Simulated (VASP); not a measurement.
A run of VASP 6.6.1 is set up as follows.

POSCAR

```
GaN
1.0
    0.0000000000      2.1814839653      2.1814839653
    2.1814839653      0.0000000000      2.1814839653
    2.1814839653      2.1814839653      0.0000000000
Ga N
1 1
Direct
    0.0000000000      0.0000000000      0.0000000000
    0.2500000000      0.2500000000      0.2500000000
```

Contents of INCAR.step1:

```
PREC = Accurate ; ENCUT = 520
EDIFF = 1E-5 ; ISMEAR = 0
SIGMA = 0.01 ; LREAL = False
LASPH = True ; NELM = 100
ALGO = Normal ; ISIF = 2
LWAVE = True ; LCHARG = False
GGA = PE ; NBANDS = 16
```

The input INCAR.step2:

```
PREC = Accurate ; ENCUT = 520
EDIFF = 1E-6 ; ISMEAR = 0
SIGMA = 0.01 ; LREAL = False
LASPH = True ; NELM = 100
ALGO = Normal ; ISIF = 2
LWAVE = False ; LCHARG = False
GGA = PE ; LHFCALC = True
HFSCREEN = 0.2079 ; PRECFOCK = Normal
ISTART = 1 ; NBANDS = 16
```

Contents of KPOINTS:

```
Automatic mesh
0
Gamma
  6 6 6
```

Potentials or basis: VASP PAW PBE potentials, release 64 (Ga_d, N).

The run is started by

```bash
$ cat potpaw_PBE.64/Ga_d/POTCAR potpaw_PBE.64/N/POTCAR > POTCAR
$ cp INCAR.step1 INCAR
$ mpirun -np 1 vasp_std > vasp.out
$ cp INCAR.step2 INCAR
$ mpirun -np 1 vasp_std > vasp.out
```

(1) What does it give for the band gap on the k mesh?

(2) Predict the pressure.

Results:

(1) 3.70 eV.

(2) 21.7 GPa.

Caveat: the cell differs from its parent crystal (strain -3.0%); the cell stands under pressure; the structure was generated, so it needn't be the stable form of GaN; the PAW data sets were made with another functional, which shifts forces and pressure a little.
